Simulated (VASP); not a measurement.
# W (Fm-3m) in VASP: notebook, part 2 of 2

VASP 6.6.1.

## 3. Single point, LDA

INCAR

```
SYSTEM = W
PREC = Accurate
ENCUT = 520
EDIFF = 1E-7
ISMEAR = -1
SIGMA = 0.1
LREAL = .FALSE.
LASPH = .TRUE.
NELM = 100
ALGO = Normal
ISIF = 2
LWAVE = .FALSE.
LCHARG = .FALSE.
NBANDS = 13
```

KPOINTS

```
regular mesh
0
G
  4 4 4
  0 0 0
```

POSCAR

```
W
1.0
    0.0000000000      2.0300000000      2.0300000000
    2.0300000000      0.0000000000      2.0300000000
    2.0300000000      2.0300000000      0.0000000000
W
1
Direct
    0.0000000000      0.0000000000      0.0000000000
```

Potentials or basis: VASP PAW LDA potentials, release 64 (W_sv).

Launch:

```bash
$ cat potpaw_LDA.64/W_sv/POTCAR > POTCAR
$ mpirun -np 1 vasp_std > vasp.out
```

Run time: 3.8 s. Hardware: 1 thread of AMD EPYC 7R43 (Zen 3), shared host; peak memory 0.09 GiB.

The run converged. Its results:

| Item | Value |
| --- | --- |
| Free energy | -13.6672 eV |
| Pressure | -16.5 GPa |
| Band gap on the k mesh | zero (band 7 reaches 13.19 eV, above the bottom of band 8 at 9.55 eV) |

Levels at points of the mesh, in eV from the Fermi level:
```csv
k point,band 4,band 5,band 6,band 7,band 8,band 9,band 10,band 11
"(0.00, 0.00, 0.00)",-37.11,-8.78,-0.51,-0.51,-0.51,2.48,2.48,12.90
"(0.50, 0.00, 0.00)",-37.26,-5.43,-0.75,-0.75,0.75,4.92,4.92,10.04
"(0.50, 0.50, 0.00)",-37.51,-5.33,-4.35,3.12,4.85,5.65,5.65,11.66
```

Caveat: the k points lie up to 0.67 Å⁻¹ apart; spin-orbit coupling is left out, which moves the levels of the heavy elements.

## 4. Single point, LDA

INCAR

```
PREC = Accurate
ENCUT = 520
EDIFF = 1E-7
ISMEAR = -1
SIGMA = 0.1
LREAL = False
LASPH = True
NELM = 60
ALGO = Normal
ISIF = 2
LWAVE = False
LCHARG = False
GGA = CA
NBANDS = 13
```

KPOINTS

```
Automatic mesh
0
Gamma
  5 5 5
```

POSCAR is that of step 3.

Potentials or basis: VASP PAW LDA potentials, release 64 (W_sv).

Launch:

```bash
$ cat potpaw_LDA.64/W_sv/POTCAR > POTCAR
$ mpirun -np 1 vasp_std > vasp.out
```

OUTCAR:

```text
PREC = Accurate
   ENCUT = 520
   EDIFF = 1E-7
   ISMEAR = -1
   LREAL = False
   LASPH = True
   NELM = 60
   ISIF = 2
   GGA = CA

 ion  position               nearest neighbor table
   1  0.000  0.000  0.000-

  LATTYP: Found a face centered cubic cell.
 ALAT       =     4.0600000000

  Lattice vectors:

 A1 = (   0.0000000000,   2.0300000000,   2.0300000000)
 A2 = (   2.0300000000,   0.0000000000,   2.0300000000)
 A3 = (   2.0300000000,   2.0300000000,   0.0000000000)

Analysis of symmetry for initial positions (statically):
=====================================================================
 Subroutine PRICEL returns:
 Original cell was already a primitive cell.

 Routine SETGRP: Setting up the symmetry group for a
 face centered cubic supercell.

 Subroutine GETGRP returns: Found 48 space group operations
 (whereof 48 operations were pure point group operations)
 out of a pool of 48 trial point group operations.

The static configuration has the point symmetry O_h .

Analysis of symmetry for dynamics (positions and initial velocities):
=====================================================================
 Subroutine PRICEL returns:
 Original cell was already a primitive cell.

 Routine SETGRP: Setting up the symmetry group for a
 face centered cubic supercell.

 Subroutine GETGRP returns: Found 48 space group operations
 (whereof 48 operations were pure point group operations)
 out of a pool of 48 trial point group operations.

The dynamic configuration has the point symmetry O_h .

 Subroutine INISYM returns: Found 48 space group operations
 (whereof 48 operations are pure point group operations),
 and found     1 'primitive' translations

----------------------------------------------------------------------------------------

                                     Primitive cell

  volume of cell :      16.7309

[... 96 lines left out ...]
   GGA     = CA    functional components
   LHFCALC =     F    Hartree Fock is set to
   AEXX    =    0.0000 exact exchange contribution
   IVDW    =     0    specifies the selected vdW correction
   LEPSILON=     F    determine dielectric tensor
   LRPA    =     F    only Hartree local field effects (RPA)
 non-spin polarized calculation
  energy-cutoff  :      520.00
  volume of cell :       16.73
 maximum number of plane-waves:       463
 NGX is ok and might be reduce to    24
   NGX = 11   NGY = 11   NGZ = 11

 number of electron      14.0000002 magnetization

 Free energy of the ion-electron system (eV)
  ---------------------------------------------------
  ext. energy  EPLUGINS =         0.00000000
  ---------------------------------------------------
  free energy    TOTEN  =       -13.60346483 eV

  energy without entropy =      -13.56923402  energy(sigma->0) =      -13.58634943

 E-fermi :  10.3674     XC(G=0): -13.5204

 val. band max:        9.9784613838   @ k =   0.2000   0.0000   0.0000
 cond. band min:      10.4723397765   @ k =   0.2000   0.2000   0.0000
 fundamental gap:      0.4938783927
 Fermi energy:        10.3673808217

 k-point     1 :       0.0000    0.0000    0.0000
  band No.  band energies     occupation
      1     -63.1839      2.00000
      2     -27.0844      2.00000
      3     -27.0844      2.00000
      4     -27.0844      2.00000
      5       1.2846      2.00000
      6       9.5175      1.99959
      7       9.5175      1.99959
      8       9.5175      1.99959
      9      12.5241      0.00000
     10      12.5241      0.00000
     11      22.9291      0.00000
     12      28.0024      0.00000
     13      28.0024      0.00000
[... 130 lines left out ...]
  band No.  band energies     occupation
      1     -63.0586      2.00000
      2     -27.9128      2.00000
      3     -27.6602      2.00000
      4     -27.4158      2.00000
      5       6.5483      2.00000
      6       7.4121      2.00000
      7       8.2723      2.00000
      8      12.0287      0.00000
      9      14.4765      0.00000
     10      17.7201      0.00000
     11      21.4916      0.00000
     12      22.9008      0.00000
     13      26.3215      0.00000

------------------------ aborting loop because EDIFF is reached ----------------------------------------

  FORCE on cell =-STRESS in cart. coord.  units (eV):
  Direction    XX          YY          ZZ          XY          YZ          ZX
  --------------------------------------------------------------------------------------
  -------------------------------------------------------------------------------------
  Total       -1.7455584     -1.7455584     -1.7455584      0.0000000      0.0000000      0.0000000
  in kB     -167.1578822   -167.1578822   -167.1578822      0.0000000      0.0000000      0.0000000
  external PRESSURE =    -167.1578822 kB  Pullay stress =       0.0000000 kB

 VOLUME and BASIS-vectors are now :
 -----------------------------------------------------------------------------
  energy-cutoff  :      520.00
  volume of cell :       16.73
      direct lattice vectors                 reciprocal lattice vectors
     0.000000000  2.030000000  2.030000000    -0.246305419  0.246305419  0.246305419
     2.030000000  0.000000000  2.030000000     0.246305419 -0.246305419  0.246305419
     2.030000000  2.030000000  0.000000000     0.246305419  0.246305419 -0.246305419

 POSITION                                       TOTAL-FORCE (eV/Angst)
 -----------------------------------------------------------------------------------
      0.00000      0.00000      0.00000         0.000000     -0.000000      0.000000
 -----------------------------------------------------------------------------------
    total drift:                               -0.000000      0.000000      0.000000

  FREE ENERGIE OF THE ION-ELECTRON SYSTEM (eV)
  ---------------------------------------------------
  free  energy   TOTEN  =       -13.6034648332 eV

  energy  without entropy=      -13.5692340207  energy(sigma->0) =      -13.58634943
```

OSZICAR:

```text
N       E                     dE             d eps       ncg     rms          rms(c)
DAV:   1     0.839289603172E+02    0.83929E+02   -0.74728E+03   260   0.121E+03
DAV:   2    -0.128184118001E+02   -0.96747E+02   -0.93405E+02   285   0.312E+02
DAV:   3    -0.142866266667E+02   -0.14682E+01   -0.14611E+01   285   0.382E+01
DAV:   4    -0.142932755135E+02   -0.66488E-02   -0.66455E-02   285   0.274E+00
DAV:   5    -0.142933332087E+02   -0.57695E-04   -0.57694E-04   270   0.245E-01    0.186E+01
DAV:   6    -0.137410531934E+02    0.55228E+00   -0.47133E-01   275   0.862E+00    0.692E+00
DAV:   7    -0.136092109010E+02    0.13184E+00   -0.19851E-01   290   0.523E+00    0.514E-01
DAV:   8    -0.136034563055E+02    0.57546E-02   -0.39842E-03   260   0.828E-01    0.109E-01
DAV:   9    -0.136034611135E+02   -0.48080E-05   -0.51530E-05   304   0.822E-02    0.559E-02
DAV:  10    -0.136034646939E+02   -0.35804E-05   -0.37513E-06   275   0.255E-02    0.207E-02
DAV:  11    -0.136034648349E+02   -0.14097E-06   -0.20272E-07   270   0.440E-03    0.800E-04
DAV:  12    -0.136034648332E+02    0.16919E-08   -0.23385E-09   130   0.548E-04
   1 F= -.13603465E+02 E0= -.13586349E+02  d E =-.342308E-01
```

It took 3.8 s on 1 thread of AMD EPYC 7R43 (Zen 3), shared host; peak memory 0.09 GiB.

What came out:

```
Free energy            : -13.6035 eV
Pressure               : -16.7 GPa
Band gap on the k mesh : zero (band 7 reaches 11.63 eV, above the bottom of band 8 at 9.52 eV)
```

Caveat: the k points lie up to 0.54 Å⁻¹ apart; spin-orbit coupling is left out, which moves the levels of the heavy elements.

## 5. Summary

```tsv
k mesh	gap on the mesh (eV)	pressure (GPa)
3 × 3 × 3	none	-10.1
4 × 4 × 4	none	-16.5
5 × 5 × 5	none	-16.7
```

Alike in all rows: task single point; level LDA; potentials or basis VASP PAW LDA potentials, release 64 (W_sv); no spin polarisation; cell as given; cutoff (eV) 520; smearing fermi-dirac 0.1 eV.

Caveats: all runs use coarse meshes; spin-orbit coupling is left out, which moves the levels of the heavy elements.

Absolute energies hang on the potentials; compare differences alone.
